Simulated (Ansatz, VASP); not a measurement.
# One calculation of ZrCrC5, two programs

```
Zr Cr C
1.0
     2.52983   -2.77258    0.00000
     2.52983    2.77258    0.00000
     0.00000    0.00000    4.51363
Zr Cr C
1 1 5
Direct
  0.00000 0.00000 0.09950
  0.50000 0.50000 0.30795
  0.27473 0.72527 0.66739
  0.72527 0.27473 0.66739
  0.50000 0.50000 0.88808
  0.50000 0.00000 0.49337
  0.00000 0.50000 0.49337
```

Change from the starting cell: species swapped into the CaNi5H type (Cmm2, No. 35).

Alike in both runs: functional PBE; k mesh 8 × 8 × 8; occupations gaussian, width 0.1 eV; no spin polarisation.

Ansatz relaxed the structure, and its values are those at the end. VASP's run is a single point on that final structure, the one shown.

|  | VASP | Ansatz |
| --- | --- | --- |
| version | VASP 6.6.1 | Ansatz 0.2.0 |
| potentials or method | VASP PAW PBE potentials, release 64 (Zr_sv, Cr_pv, C), cutoff 520 eV | scalar-relativistic, plane waves, PAW |
| valence electrons in the cell | 44 | 46 |

Ansatz gave:

```
gap on the k mesh at the Fermi level (eV) : none
pressure (GPa)                            : 0.0
rms of the force components (eV/Å)        : 0.002
```

Question: Estimate VASP's values.

Answer: gap on the k mesh at the Fermi level (eV): none; pressure (GPa): 0.3; rms of the force components (eV/Å): 0.017.

A gap of «none» marks a metal or a gap that the smearing closes. With one functional, cell and mesh, what is left measures potentials, basis and numerics. VASP's potentials hold 44 valence electrons a cell and Ansatz's 46, so a difference there can come from the potentials and not from the codes.
